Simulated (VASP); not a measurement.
# Cd (P6/mmm) in VASP: single point with PBE

Aim: the single point of Cd with PBE.

Everything below comes from runs of VASP 6.6.1. Logs are shortened: lines on timing, memory, paths and dates and some standing lists are left out, and cuts for length are marked.

## Step 1: The cell of the first run

The structure is hexagonal, space group P6/mmm (No. 191). The conventional cell has a = 2.581 Å, b = 2.581 Å, c = 2.550 Å, α = 90.00°, β = 90.00°, γ = 120.00°. Within 3.4 Å of Cd (site symmetry 6/mmm) lie 8 Cd at 2.55 to 2.58 Å.

This isn't the form of Cd at room conditions, which is hcp.

## Step 2: Single point, PBE

INCAR

```
  ALGO = Normal
  EDIFF = 1E-6
  ENCUT = 540
  GGA = PE
  GGA_COMPAT = F
  ISIF = 2
  ISMEAR = -1
  LASPH = T
  LCHARG = F
  LREAL = F
  LWAVE = F
  NBANDS = 16
  NELM = 120
  PREC = Accurate
  SIGMA = 0.05
```

KPOINTS

```
k-points
0
Gamma
  17 17 15
```

POSCAR

```
Cd
1.0
    2.5814520513      0.0000000000      0.0000000000
   -1.2907260257      2.2356030551      0.0000000000
    0.0000000000      0.0000000000      2.5500902186
Cd
1
Direct
    0.0000000000      0.0000000000      0.0000000000
```

Potentials or basis: VASP PAW PBE potentials, release 64 (Cd_sv_GW).

Started as:

```
> cat potpaw_PBE.64/Cd_sv_GW/POTCAR > POTCAR
> mpirun -np 1 vasp_std > vasp.out
```

OUTCAR:

```text
EDIFF = 1E-6
   ENCUT = 540
   GGA = PE
   ISIF = 2
   ISMEAR = -1
   LASPH = T
   LREAL = F
   NELM = 120
   PREC = Accurate

 ion  position               nearest neighbor table
   1  0.000  0.000  0.000-

  LATTYP: Found a hexagonal cell.
 ALAT       =     2.5814520513
 C/A-ratio  =     0.9878510884

  Lattice vectors:

 A1 = (   2.5814520513,   0.0000000000,   0.0000000000)
 A2 = (  -1.2907260257,   2.2356030551,   0.0000000000)
 A3 = (   0.0000000000,   0.0000000000,   2.5500902186)

Analysis of symmetry for initial positions (statically):
=====================================================================
 Subroutine PRICEL returns:
 Original cell was already a primitive cell.

 Routine SETGRP: Setting up the symmetry group for a
 hexagonal supercell.

 Subroutine GETGRP returns: Found 24 space group operations
 (whereof 24 operations were pure point group operations)
 out of a pool of 24 trial point group operations.

The static configuration has the point symmetry D_6h.

Analysis of symmetry for dynamics (positions and initial velocities):
=====================================================================
 Subroutine PRICEL returns:
 Original cell was already a primitive cell.

 Routine SETGRP: Setting up the symmetry group for a
 hexagonal supercell.

 Subroutine GETGRP returns: Found 24 space group operations
 (whereof 24 operations were pure point group operations)
 out of a pool of 24 trial point group operations.

The dynamic configuration has the point symmetry D_6h.

 Subroutine INISYM returns: Found 24 space group operations
 (whereof 24 operations are pure point group operations),
 and found     1 'primitive' translations

----------------------------------------------------------------------------------------

                                     Primitive cell

  volume of cell :      14.7168

  direct lattice vectors                    reciprocal lattice vectors
     2.581452051  0.000000000  0.000000000     0.387378878  0.223653300  0.000000000
    -1.290726026  2.235603055  0.000000000     0.000000000  0.447306599  0.000000000
     0.000000000  0.000000000  2.550090219     0.000000000  0.000000000  0.392142989

  length of vectors
[... 69 lines left out ...]
   NGXF,Y,Z  is equivalent  to a cutoff of  25.76, 25.76, 26.08 a.u.
 SYSTEM =  unknown system
   PREC   = accura    normal or accurate (medium, high low for compatibility)
   ISTART =      0    job   : 0-new  1-cont  2-samecut
   ICHARG =      2    charge: 1-file 2-atom 10-const
   ISPIN  =      1    spin polarized calculation?
   LNONCOLLINEAR =      F non collinear calculations
   LSORBIT =      F    spin-orbit coupling
   LASPH  =      T    aspherical Exc in radial PAW
   ENCUT  =  540.0 eV  39.69 Ry    6.30 a.u.   4.89  4.89  4.83*2*pi/ulx,y,z
   NELM   =    120;   NELMIN=  2; NELMDL= -5     # of ELM steps
   EDIFF  = 0.1E-05   stopping-criterion for ELM
   LREAL  =      F    real-space projection
   EDIFFG = 0.1E-04   stopping-criterion for IOM
   NSW    =      0    number of steps for IOM
   IBRION =     -1    ionic relax: 0-MD 1-quasi-New 2-CG
   NFREE  =      0    steps in history (QN), initial steepest desc. (CG)
   ISIF   =      2    stress and relaxation
   ISYM   =      2    0-nonsym 1-usesym 2-fastsym
   POTIM  = 0.5000    time-step for ionic-motion
   TEBEG  =    0.0;   TEEND  =   0.0 temperature during run
   PSTRESS=    0.0 pullay stress
   NELECT =      20.0000    total number of electrons
   NUPDOWN=      -1.0000    fix difference up-down
   EMIN   =  10.00;   EMAX   =-10.00  energy-range for DOS
   EFERMI =   0.00;   METHOD = LEGACY
   ISMEAR =    -1;   SIGMA  =   0.05  broadening in eV -4-tet -1-fermi 0-gaus
   EFERMI_NEDOS =   21; number of points for ismear=-14 and -15
   IALGO  =     38    algorithm
   IMIX   =      4    mixing-type and parameters
     AMIX     =   0.40;   BMIX     =  1.00
     AMIX_MAG =   1.60;   BMIX_MAG =  1.00
  volume/ion in A,a.u.               =      14.72        99.31
  Fermi-wavevector in a.u.,A,eV,Ry     =   1.813343  3.426722 44.738873  3.288214
  Thomas-Fermi vector in A             =   2.871402
   LORBIT       =      0    0 simple, 1 ext, 2 COOP (PROOUT), +10 PAW based schemes
   GGA     = PE    functional components
   LHFCALC =     F    Hartree Fock is set to
   AEXX    =    0.0000 exact exchange contribution
   IVDW    =     0    specifies the selected vdW correction
   LEPSILON=     F    determine dielectric tensor
   LRPA    =     F    only Hartree local field effects (RPA)
 non-spin polarized calculation
  energy-cutoff  :      540.00
  volume of cell :       14.72
 maximum number of plane-waves:       433
 NGX is ok and might be reduce to    20
   NGX =  9   NGY =  9   NGZ =  9

 number of electron      19.9999985 magnetization

 Free energy of the ion-electron system (eV)
  ---------------------------------------------------
  ext. energy  EPLUGINS =         0.00000000
  ---------------------------------------------------
  free energy    TOTEN  =         0.83612511 eV

  energy without entropy =        0.83953806  energy(sigma->0) =        0.83783158

 E-fermi :  11.9842     XC(G=0): -13.5626

 val. band max:       11.9695622214   @ k =   0.4118   0.1176   0.0000
 cond. band min:      11.9933172028   @ k =   0.4118   0.1765   0.1333
 fundamental gap:      0.0237549815
 Fermi energy:        11.9841735304

 k-point     1 :       0.0000    0.0000    0.0000
  band No.  band energies     occupation
      1     -92.7305      2.00000
      2     -53.6779      2.00000
      3     -53.6271      2.00000
      4     -53.6271      2.00000
      5      -1.1302      2.00000
      6      -0.5439      2.00000
[... 433 lines left out ...]
      3     -53.6944      2.00000
      4     -53.6566      2.00000
      5      -0.3589      2.00000
      6       0.0590      2.00000
[... 8 lines left out ...]
     15      32.2009      0.00000
     16      36.4604      0.00000

 [... further k-points ...]
[... 5 lines left out ...]
  --------------------------------------------------------------------------------------
  -------------------------------------------------------------------------------------
  Total        7.4250697      7.4250697      7.4125620     -0.0000000     -0.0000000      0.0000000
  in kB      808.3451101    808.3451101    806.9834375     -0.0000000     -0.0000000      0.0000000
  external PRESSURE =     807.8912192 kB  Pullay stress =       0.0000000 kB

 VOLUME and BASIS-vectors are now :
 -----------------------------------------------------------------------------
  energy-cutoff  :      540.00
  volume of cell :       14.72
      direct lattice vectors                 reciprocal lattice vectors
     2.581452051  0.000000000  0.000000000     0.387378878  0.223653300  0.000000000
    -1.290726026  2.235603055  0.000000000     0.000000000  0.447306599  0.000000000
     0.000000000  0.000000000  2.550090219     0.000000000  0.000000000  0.392142989

 POSITION                                       TOTAL-FORCE (eV/Angst)
 -----------------------------------------------------------------------------------
      0.00000      0.00000      0.00000         0.000000      0.000000      0.000000
 -----------------------------------------------------------------------------------
    total drift:                               -0.000000     -0.000000     -0.000000

  FREE ENERGIE OF THE ION-ELECTRON SYSTEM (eV)
  ---------------------------------------------------
  free  energy   TOTEN  =         0.8361251119 eV

  energy  without entropy=        0.8395380581  energy(sigma->0) =        0.83783158
```

OSZICAR:

```text
N       E                     dE             d eps       ncg     rms          rms(c)
DAV:   1     0.325999452150E+03    0.32600E+03   -0.13131E+04  9288   0.222E+03
DAV:   2     0.214989209222E+02   -0.30450E+03   -0.28502E+03  8616   0.638E+02
DAV:   3     0.120014791386E+01   -0.20299E+02   -0.20248E+02 13584   0.181E+02
DAV:   4     0.744530332354E+00   -0.45562E+00   -0.45560E+00  9200   0.248E+01
DAV:   5     0.721100842197E+00   -0.23429E-01   -0.23429E-01 14136   0.608E+00    0.485E+01
DAV:   6     0.826973726648E+00    0.10587E+00   -0.20932E-01 13176   0.153E+01    0.280E+01
DAV:   7     0.835660374635E+00    0.86866E-02   -0.26191E-02 14072   0.296E+00    0.232E+00
DAV:   8     0.836095651540E+00    0.43528E-03   -0.28262E-03 12360   0.185E+00    0.100E-01
DAV:   9     0.836121568761E+00    0.25917E-04   -0.88638E-05 11600   0.150E-01    0.253E-02
DAV:  10     0.836124900390E+00    0.33316E-05   -0.38745E-06 10808   0.513E-02    0.374E-03
DAV:  11     0.836125111855E+00    0.21146E-06   -0.23425E-07  7472   0.131E-02
   1 F= 0.83612511E+00 E0= 0.83783158E+00  d E =-.341295E-02
```

stdout:

```text
POSCAR found type information on POSCAR Cd
 POSCAR found :  1 types and       1 ions
 scaLAPACK will be used
 LDA part: xc-table for (Slater+PW92), standard interpolation
 POSCAR, INCAR and KPOINTS ok, starting setup
 FFT: planning ... GRIDC
 FFT: planning ... GRID_SOFT
 FFT: planning ... GRID
 WAVECAR not read
 entering main loop
```

Run time: 37 s. Hardware: 1 thread of AMD EPYC 7R13 (Zen 3), shared host; peak memory 0.17 GiB.

Results:

```
Free energy            : 0.8361 eV
Pressure               : 80.8 GPa
Band gap on the k mesh : zero (bands 10 and 11 overlap by 6.45 eV)
```

Stress tensor (GPa, compression positive):
```
80.83  0.00  0.00
 0.00 80.83  0.00
 0.00  0.00 80.70
```

Caveat: the cell stands under pressure.
